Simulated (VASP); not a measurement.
Input of a VASP 6.6.1 run:

The input INCAR:

```
SYSTEM = SiC
PREC = Accurate
ENCUT = 520
EDIFF = 1E-7
ISMEAR = 0
SIGMA = 0.02
LREAL = .FALSE.
LASPH = .TRUE.
NELM = 80
ALGO = Normal
ISIF = 2
LWAVE = .FALSE.
LCHARG = .FALSE.
NBANDS = 11
```

The input KPOINTS:

```
regular mesh
0
G
  10 10 10
  0 0 0
```

File POSCAR:

```
SiC
1.0
    0.0000000000      2.1645570079      2.1645570079
    2.1645570079      0.0000000000      2.1645570079
    2.1645570079      2.1645570079      0.0000000000
Si C
1 1
Direct
    0.7500000000      0.7500000000      0.7500000000
    0.0000000000      0.0000000000      0.0000000000
```

Potentials or basis: VASP PAW LDA potentials, release 64 (Si, C).

Command:

```sh
$ cat potpaw_LDA.64/Si/POTCAR potpaw_LDA.64/C/POTCAR > POTCAR
$ mpirun -np 1 vasp_std > vasp.out
```

Problem. What does it give for the band gap on the k mesh?

Solution. 1.29 eV, indirect (least direct gap 4.52 eV).

Problem. What does it give for the pressure?

Solution. 0.4 GPa.

A k mesh can miss the band edges.
